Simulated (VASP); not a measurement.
Set up this calculation in VASP 6.6.1, as the native input.

* Task: single point
* Functional: PBE
* Potentials or basis: VASP PAW PBE potentials, release 64 (Li_sv, P, S)
* Cutoff: 750 eV
* k mesh: 3 × 3 × 2
* Occupations: gaussian, width 0.15 eV
* Spin: no spin polarisation
* Dipole correction: no
* Further INCAR settings: ALGO = Normal; EDIFF = 1e-06; NBANDS = 37

The structure of LiPS3 lies in POSCAR:

```
LiPS3
1.0
    2.9054994263     -5.0496948061     -0.1245179648
    2.9054994263      5.0496948061     -0.1245179648
   -1.6916139341      0.0000000000      6.1925917198
Li P S
2 2 6
Direct
    0.1582429489      0.8417570511      0.5000000000
    0.8417570511      0.1582429489      0.5000000000
    0.3336427537      0.6663572463      0.0000000000
    0.6663572463      0.3336427537      0.0000000000
    0.2973407059      0.2973407059      0.7924050786
    0.7026592941      0.7026592941      0.2075949214
    0.5610229371      0.9344764329      0.7851231393
    0.0655235671      0.4389770629      0.2148768607
    0.4389770629      0.0655235671      0.2148768607
    0.9344764329      0.5610229371      0.7851231393
```

The cell was built from a structure type or drawn by symmetry, and may not be a known phase.

These files were run (other wordings do the same):

INCAR

```
PREC = Accurate
ENCUT = 750
EDIFF = 1E-6
ISMEAR = 0
SIGMA = 0.15
LREAL = F
LASPH = T
NELM = 120
ALGO = Normal
ISIF = 2
LWAVE = F
LCHARG = F
GGA = PE
NBANDS = 37
GGA_COMPAT = F
```

KPOINTS

```
regular mesh
0
Gamma
  3 3 2
```

Potentials or basis: VASP PAW PBE potentials, release 64 (Li_sv, P, S).

The run is started by

```console
$ cat potpaw_PBE.64/Li_sv/POTCAR potpaw_PBE.64/P/POTCAR potpaw_PBE.64/S/POTCAR > POTCAR
$ mpirun -np 1 vasp_std > vasp.out
```

It gave:

```yaml
Pressure: -0.6 GPa
Largest_force: 0.100 eV/Å
Band_gap_on_the_k_mesh: 0.77 eV (least direct gap 0.91 eV)
```

Caveat: the k points lie up to 0.51 Å⁻¹ apart; an odd mesh through Γ misses points on the zone boundary, where band edges can lie.

Wall time 58 s on 1 thread of Intel(R) Xeon(R) 6975P-C (Granite Rapids), with other jobs on the host, peak memory 0.44 GiB.
